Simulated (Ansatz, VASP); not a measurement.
ZnO: VASP beside Ansatz

```
Zn O
1.0
     3.51187    0.00000    0.00000
    -1.75593    3.04137    0.00000
     0.00000    0.00000    4.70859
Zn O
2 2
Direct
  0.33333 0.66667 0.25000
  0.66667 0.33333 0.75000
  0.66667 0.33333 0.25000
  0.33333 0.66667 0.75000
```

Alike in both runs: task single point; functional PBE; k mesh 9 × 9 × 4; no spin polarisation.

```csv
,VASP,Ansatz
version,VASP 6.6.1,Ansatz 0.2.0
potentials or method,"VASP PAW PBE potentials, release 64 (Zn, O)","plane waves, PAW"
plane-wave cutoff (eV),520,420
occupations,"gaussian, width 0.01 eV",fixed
valence electrons in the cell,36,36
```

VASP gave:

- gap on the k mesh at the Fermi level (eV): 0.78
- pressure (GPa): -6.3
- traceless stress, the component that is largest in VASP (GPa): 1.16

Q: Estimate Ansatz's values.

A: gap on the k mesh at the Fermi level (eV): 0.80; pressure (GPa): -7.0; traceless stress, the component that is largest in VASP (GPa): 1.54.
